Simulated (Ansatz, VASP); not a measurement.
## BeS in VASP and in Ansatz

```
Be S
1.0
     0.00000    2.42500    2.42500
     2.42500    0.00000    2.42500
     2.42500    2.42500    0.00000
Be S
1 1
Direct
  0.00000 0.00000 0.00000
  0.75000 0.75000 0.75000
```

Alike in both runs: task single point; functional BLYP; dispersion D3(BJ); k mesh 8 × 8 × 8; occupations gaussian, width 0.05 eV; no spin polarisation.

|  | VASP | Ansatz |
| --- | --- | --- |
| version | VASP 6.6.1 | Ansatz 0.2.0 |
| potentials or method | VASP PAW PBE potentials, release 64 (Be, S), cutoff 600 eV | scalar-relativistic, plane waves, PAW |
| valence electrons in the cell | 8 | 8 |

```tsv
	VASP	Ansatz	Ansatz less VASP
gap on the k mesh at the Fermi level (eV)	3.40	3.38	-0.026
least direct gap on the mesh (eV)	5.79	5.75	-0.045
pressure (GPa)	-3.3	-3.1	+0.23
```

VASP's potentials were made for PBE, not for BLYP.
